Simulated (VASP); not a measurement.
# SrTiO3 (P1) in VASP: single point with r2SCAN

Aim: the single point of SrTiO3 with r2SCAN.

Everything below comes from runs of VASP 6.6.1. Logs are shortened: lines on timing, memory, paths and dates and some standing lists are left out, and cuts for length are marked.

### 1 The cell of the first run

The typed cell holds 5 atoms: a = 3.921 Å, b = 3.989 Å, c = 3.910 Å, α = 90.07°, β = 91.09°, γ = 90.59°.

### 2 Single point, r2SCAN, collinear spin, zero start

Contents of POSCAR:

```
SrTiO3
1.0
    3.9207720000     -0.0204760000     -0.0372870000
   -0.0204760000      3.9885190000     -0.0023570000
   -0.0372870000     -0.0023570000      3.9099680000
Sr Ti O
1 1 3
Direct
    0.9525350000      0.0463750000      0.0037690000
    0.4842000000      0.4967260000      0.4287590000
    0.0431190000      0.5342660000      0.4649070000
    0.5054230000      0.0640460000      0.4890220000
    0.5144760000      0.5157000000      0.9444190000
```

Contents of INCAR.step1:

```
SYSTEM = SrTiO3
ALGO = Normal
EDIFF = 1E-4
ENCUT = 520
GGA = PE
ISMEAR = -1
ISPIN = 2
LASPH = .True.
LCHARG = .False.
LMAXMIX = 4
LREAL = .False.
LWAVE = .True.
MAGMOM = 0 0 0 0 0
NBANDS = 32
NELM = 150
PREC = Accurate
SIGMA = 0.1
```

Contents of INCAR.step2:

```
SYSTEM = SrTiO3
ALGO = Normal
EDIFF = 1E-7
ENCUT = 520
ISIF = 2
ISMEAR = -1
ISPIN = 2
ISTART = 1
LASPH = .True.
LCHARG = .True.
LELF = .True.
LMAXMIX = 4
LMIXTAU = .True.
LORBIT = 11
LREAL = .False.
LVHAR = .True.
LWAVE = .False.
MAGMOM = 0 0 0 0 0
METAGGA = R2SCAN
NBANDS = 32
NELM = 150
PREC = Accurate
SIGMA = 0.1
```

Contents of KPOINTS:

```
Automatic mesh
0
Gamma
  5 5 5
  0.5 0.5 0.5
```

Potentials or basis: VASP PAW PBE potentials, release 64 (Sr_sv, Ti_sv, O).

Started as:

```
> cat potpaw_PBE.64/Sr_sv/POTCAR potpaw_PBE.64/Ti_sv/POTCAR potpaw_PBE.64/O/POTCAR > POTCAR
> cp INCAR.step1 INCAR
> mpirun -np 1 vasp_std > vasp.out
> cp INCAR.step2 INCAR
> mpirun -np 1 vasp_std > vasp.out
```

OUTCAR:

```text
SYSTEM = SrTiO3
   EDIFF = 1E-7
   ENCUT = 520
   ISIF = 2
   ISMEAR = -1
   ISPIN = 2
   ISTART = 1
   LASPH = .True.
   LORBIT = 11
   LREAL = .False.
   METAGGA = R2SCAN
   NELM = 150
   PREC = Accurate

 ion  position               nearest neighbor table
   1  0.953  0.046  0.004-   5 2.56   4 2.61   4 2.65   3 2.67   5 2.72   3 2.75   4 2.85   5 2.89
                             3 2.89   3 2.96   4 2.99   5 3.08   2 3.09   2 3.18   2 3.31   2 3.40
   2  0.484  0.497  0.429-   4 1.74   3 1.75   5 1.90   5 2.02   3 2.20   4 2.28   1 3.09   1 3.18
                             1 3.31   1 3.40   1 3.45   1 3.57   1 3.60   1 3.80
   3  0.043  0.534  0.465-   2 1.75   2 2.20   1 2.67   1 2.75   1 2.89   1 2.96
   4  0.505  0.064  0.489-   2 1.74   2 2.28   1 2.61   1 2.65   1 2.85   1 2.99
   5  0.514  0.516  0.944-   2 1.90   2 2.02   1 2.56   1 2.72   1 2.89   1 3.08

  LATTYP: Found a triclinic cell.
 ALAT       =     6.8079200832
 B/A-ratio  =     0.5858723673
 C/A-ratio  =     0.5743525850
 COS(alpha) =     0.0011447395
 COS(beta)  =     0.5640564296
 COS(gamma) =     0.5924907951

  Lattice vectors:

 A1 = (  -3.9039610000,   4.0113520000,  -3.8750380000)
 A2 = (  -0.0204760000,   3.9885190000,  -0.0023570000)
 A3 = (   0.0372870000,   0.0023570000,  -3.9099680000)

Analysis of symmetry for initial positions (statically):
=====================================================================
 Subroutine PRICEL returns:
 Original cell was already a primitive cell.

 Routine SETGRP: Setting up the symmetry group for a
 triclinic supercell.

 Subroutine GETGRP returns: Found  1 space group operations
 (whereof  1 operations were pure point group operations)
 out of a pool of  2 trial point group operations.

The static configuration has the point symmetry C_1 .

Analysis of symmetry for dynamics (positions and initial velocities):
=====================================================================
 Subroutine PRICEL returns:
 Original cell was already a primitive cell.

 Routine SETGRP: Setting up the symmetry group for a
 triclinic supercell.

 Subroutine GETGRP returns: Found  1 space group operations
 (whereof  1 operations were pure point group operations)
 out of a pool of  2 trial point group operations.

The dynamic configuration has the point symmetry C_1 .

Analysis of structural, dynamic, and magnetic symmetry:
=====================================================================
 Subroutine PRICEL returns:
 Original cell was already a primitive cell.

 Routine SETGRP: Setting up the symmetry group for a
 triclinic supercell.

 Subroutine GETGRP returns: Found  1 space group operations
 (whereof  1 operations were pure point group operations)
 out of a pool of  2 trial point group operations.

The overall configuration has the point symmetry C_1 .

 Subroutine INISYM returns: Found  1 space group operations
 (whereof  1 operations are pure point group operations),
 and found     1 'primitive' translations

----------------------------------------------------------------------------------------

                                     Primitive cell

  volume of cell :      61.1372

  direct lattice vectors                    reciprocal lattice vectors
     3.920772000 -0.020476000 -0.037287000     0.255081799  0.001310960  0.002433351
    -0.020476000  3.988519000 -0.002357000     0.001310960  0.250726455  0.000163644
    -0.037287000 -0.002357000  3.909968000     0.002433351  0.000163644  0.255779873

  length of vectors
     3.921002762  3.988572255  3.910146498     0.255096774  0.250729935  0.255791500

  position of ions in fractional coordinates (direct lattice)
     0.952535000  0.046375000  0.003769000
     0.484200000  0.496726000  0.428759000
     0.043119000  0.534266000  0.464907000
     0.505423000  0.064046000  0.489022000
     0.514476000  0.515700000  0.944419000

  ion indices of the primitive-cell ions
   primitive index   ion index
                 1           1
                 2           2
                 3           3
                 4           4
                 5           5

----------------------------------------------------------------------------------------

 KPOINTS: Automatic mesh

Automatic generation of k-mesh.
 Grid dimensions read from file:
 generate k-points for:    5    5    5

 Generating k-lattice:

  Cartesian coordinates                     Fractional coordinates (reciprocal lattice)
     0.051016360  0.000262192  0.000486670     0.200000000  0.000000000 -0.000000000
     0.000262192  0.050145291  0.000032729    -0.000000000  0.200000000  0.000000000
     0.000486670  0.000032729  0.051155975    -0.000000000  0.000000000  0.200000000

  Length of vectors
     0.051019355  0.050145987  0.051158300

  Shift w.r.t. Gamma in fractional coordinates (k-lattice)
     0.500000000  0.500000000  0.500000000

 Subroutine IBZKPT returns following result:
 ===========================================

 Found     63 irreducible k-points:

 Following reciprocal coordinates:
            Coordinates               Weight
  0.100000  0.100000  0.100000      2.000000
  0.300000  0.100000  0.100000      2.000000
  0.500000  0.100000  0.100000      2.000000
 -0.300000  0.100000  0.100000      2.000000
 -0.100000  0.100000  0.100000      2.000000
  0.100000  0.300000  0.100000      2.000000
[... 16 lines left out ...]
  0.500000 -0.100000  0.100000      2.000000
 -0.300000 -0.100000  0.100000      2.000000
 [... further k-points ...]
   k-points           NKPTS =     63   k-points in BZ     NKDIM =     63   number of bands    NBANDS=     32
   number of dos      NEDOS =    301   number of ions     NIONS =      5
   total plane-waves  NPLWV =  27000
   dimension x,y,z NGX =    30 NGY =   30 NGZ =   30
   dimension x,y,z NGXF=    60 NGYF=   60 NGZF=   60
   ions per type =               1   1   3
   NGX,Y,Z   is equivalent  to a cutoff of  12.72, 12.50, 12.75 a.u.
   NGXF,Y,Z  is equivalent  to a cutoff of  25.44, 25.01, 25.51 a.u.
 SYSTEM =  SrTiO3
   PREC   = accura    normal or accurate (medium, high low for compatibility)
   ISTART =      1    job   : 0-new  1-cont  2-samecut
   ICHARG =      0    charge: 1-file 2-atom 10-const
   ISPIN  =      2    spin polarized calculation?
   LNONCOLLINEAR =      F non collinear calculations
   LSORBIT =      F    spin-orbit coupling
   LASPH  =      T    aspherical Exc in radial PAW
   ENCUT  =  520.0 eV  38.22 Ry    6.18 a.u.   7.29  7.42  7.27*2*pi/ulx,y,z
   NELM   =    150;   NELMIN=  2; NELMDL=  0     # of ELM steps
   EDIFF  = 0.1E-06   stopping-criterion for ELM
   LREAL  =      F    real-space projection
   EDIFFG = 0.1E-05   stopping-criterion for IOM
   NSW    =      0    number of steps for IOM
   IBRION =     -1    ionic relax: 0-MD 1-quasi-New 2-CG
   NFREE  =      0    steps in history (QN), initial steepest desc. (CG)
   ISIF   =      2    stress and relaxation
   ISYM   =      2    0-nonsym 1-usesym 2-fastsym
   POTIM  = 0.5000    time-step for ionic-motion
   TEBEG  =    0.0;   TEEND  =   0.0 temperature during run
   PSTRESS=    0.0 pullay stress
   NELECT =      40.0000    total number of electrons
   NUPDOWN=      -1.0000    fix difference up-down
   EMIN   =  10.00;   EMAX   =-10.00  energy-range for DOS
   EFERMI =   0.00;   METHOD = LEGACY
   ISMEAR =    -1;   SIGMA  =   0.10  broadening in eV -4-tet -1-fermi 0-gaus
   EFERMI_NEDOS =   21; number of points for ismear=-14 and -15
   IALGO  =     38    algorithm
   IMIX   =      4    mixing-type and parameters
     AMIX     =   0.40;   BMIX     =  1.00
     AMIX_MAG =   1.60;   BMIX_MAG =  1.00
  volume/ion in A,a.u.               =      12.23        82.51
  Fermi-wavevector in a.u.,A,eV,Ry     =   1.421215  2.685707 27.481751  2.019852
  Thomas-Fermi vector in A             =   2.542048
   LORBIT       =     11    0 simple, 1 ext, 2 COOP (PROOUT), +10 PAW based schemes
   METAGGA = R2SCAN    functional components
   LHFCALC =     F    Hartree Fock is set to
   AEXX    =    0.0000 exact exchange contribution
   IVDW    =     0    specifies the selected vdW correction
   LEPSILON=     F    determine dielectric tensor
   LRPA    =     F    only Hartree local field effects (RPA)
 spin polarized calculation
  energy-cutoff  :      520.00
  volume of cell :       61.14
 maximum number of plane-waves:      1666
 NGX is ok and might be reduce to    30
   NGX = 15   NGY = 15   NGZ = 15

 number of electron      39.9999991 magnetization      -0.0000000

 number of electron      39.9999991 magnetization       0.0000000

 Free energy of the ion-electron system (eV)
  ---------------------------------------------------
  ext. energy  EPLUGINS =         0.00000000
  ---------------------------------------------------
  free energy    TOTEN  =       -62.56205513 eV

  energy without entropy =      -62.56205510  energy(sigma->0) =      -62.56205511

 E-fermi :   5.2618     XC(G=0): -11.7190

 val. band max:        3.6111835865   @ k =   0.5000   0.3000   0.5000
 cond. band min:       6.9666754334   @ k =  -0.1000  -0.1000   0.1000
 fundamental gap:      3.3554918470
 Fermi energy:         5.2617891716

 spin component 1

 k-point     1 :       0.1000    0.1000    0.1000
  band No.  band energies     occupation
      1     -54.5185      1.00000
      2     -30.4127      1.00000
      3     -29.9150      1.00000
      4     -29.8775      1.00000
      5     -29.6934      1.00000
      6     -14.6948      1.00000
[... 24 lines left out ...]
     31      12.9982      0.00000
     32      18.5994      0.00000

 k-point     2 :       0.3000    0.1000    0.1000
  band No.  band energies     occupation
      1     -54.5176      1.00000
      2     -30.4122      1.00000
      3     -29.9275      1.00000
      4     -29.8926      1.00000
      5     -29.6943      1.00000
      6     -14.7166      1.00000
[... 24 lines left out ...]
     31      13.6656      0.00000
     32      18.2189      0.00000
[... 733 lines left out ...]
     31      14.9596      0.00000
     32      15.7397      0.00000

 k-point    24 :      -0.3000   -0.1000    0.1000
  band No.  band energies     occupation
      1     -54.5176      1.00000
      2     -30.4123      1.00000
      3     -29.9281      1.00000
      4     -29.8906      1.00000
      5     -29.6957      1.00000
      6     -14.6991      1.00000
[... 24 lines left out ...]
     31      13.5580      0.00000
     32      18.1309      0.00000

 [... further k-points ...]

 spin component 2

 k-point     1 :       0.1000    0.1000    0.1000
  band No.  band energies     occupation
      1     -54.5185      1.00000
      2     -30.4127      1.00000
      3     -29.9150      1.00000
      4     -29.8775      1.00000
      5     -29.6934      1.00000
      6     -14.6948      1.00000
[... 24 lines left out ...]
     31      12.9982      0.00000
     32      18.5994      0.00000

 k-point     2 :       0.3000    0.1000    0.1000
  band No.  band energies     occupation
      1     -54.5176      1.00000
      2     -30.4122      1.00000
      3     -29.9275      1.00000
      4     -29.8926      1.00000
      5     -29.6943      1.00000
      6     -14.7166      1.00000
[... 24 lines left out ...]
     31      13.6656      0.00000
     32      18.2189      0.00000
[... 733 lines left out ...]
     31      14.9596      0.00000
     32      15.7397      0.00000

 k-point    24 :      -0.3000   -0.1000    0.1000
  band No.  band energies     occupation
      1     -54.5176      1.00000
      2     -30.4123      1.00000
      3     -29.9281      1.00000
      4     -29.8906      1.00000
      5     -29.6957      1.00000
      6     -14.6991      1.00000
[... 24 lines left out ...]
     31      13.5580      0.00000
     32      18.1309      0.00000

 [... further k-points ...]
[... 5 lines left out ...]
  --------------------------------------------------------------------------------------
  -------------------------------------------------------------------------------------
  Total        4.3283987      3.8304427      1.0213368     -0.5540470      0.7588967      0.2766810
  in kB      113.4312182    100.3816448     26.7654364    -14.5195087     19.8878577      7.2507788
  external PRESSURE =      80.1927665 kB  Pullay stress =       0.0000000 kB

 VOLUME and BASIS-vectors are now :
 -----------------------------------------------------------------------------
  energy-cutoff  :      520.00
  volume of cell :       61.14
      direct lattice vectors                 reciprocal lattice vectors
     3.920772000 -0.020476000 -0.037287000     0.255081799  0.001310960  0.002433351
    -0.020476000  3.988519000 -0.002357000     0.001310960  0.250726455  0.000163644
    -0.037287000 -0.002357000  3.909968000     0.002433351  0.000163644  0.255779873

 POSITION                                       TOTAL-FORCE (eV/Angst)
 -----------------------------------------------------------------------------------
      3.73358      0.16545     -0.02089         0.662625     -0.598948     -1.101751
      1.87228      1.97028      1.65721         1.163059      2.140357      1.061417
      0.14079      2.12895      1.81490        -2.978346      0.553845     -0.520142
      1.96210      0.24395      1.89306         0.605708     -2.860701     -0.839572
      1.97137      2.04412      3.67225         0.546954      0.765446      1.400048
 -----------------------------------------------------------------------------------
    total drift:                               -0.007047     -0.005260      0.000759

  FREE ENERGIE OF THE ION-ELECTRON SYSTEM (eV)
  ---------------------------------------------------
  free  energy   TOTEN  =       -62.5620551254 eV

  energy  without entropy=      -62.5620550971  energy(sigma->0) =      -62.56205511

 total charge

# of ion       s       p       d       tot
------------------------------------------
    1        2.000   5.885   0.195   8.079
    2        2.258   6.336   1.913  10.508
    3        1.576   3.531   0.000   5.107
    4        1.577   3.528   0.000   5.105
    5        1.569   3.522   0.000   5.091
--------------------------------------------------
tot          8.979  22.802   2.108  33.889

 magnetization (x)

# of ion       s       p       d       tot
------------------------------------------
    1        0.000   0.000  -0.000   0.000
    2       -0.000  -0.000   0.000  -0.000
    3       -0.000  -0.000   0.000  -0.000
    4       -0.000  -0.000   0.000  -0.000
    5       -0.000  -0.000   0.000  -0.000
--------------------------------------------------
tot         -0.000  -0.000   0.000  -0.000
```

Wall time 33 min (1 thread of Oxide Virtual Turin-like, shared host); peak memory 0.3 GiB.

What came out:

```yaml
Free_energy: -62.5621 eV
Pressure: 8.0 GPa
Largest_force: 3.074 eV/Å
Band_gap_on_the_k_mesh: 3.36 eV, indirect (least direct gap 4.02 eV)
Net_moment: 0.00 μB per cell
Valence_electrons_inside_the_program's_atomic_spheres: Sr 8.08; Ti 10.51; O 5.11, 5.09
```

Forces in eV/Å, atoms in the order of the input:
```
Sr   0.663 -0.599 -1.102
Ti   1.163  2.140  1.061
O   -2.978  0.554 -0.520
O    0.606 -2.861 -0.840
O    0.547  0.765  1.400
```

Stress tensor (GPa, compression positive):
```
11.34 -1.45  0.73
-1.45 10.04  1.99
 0.73  1.99  2.68
```

Caveat: the PAW data sets were made with another functional, which shifts forces and pressure a little.
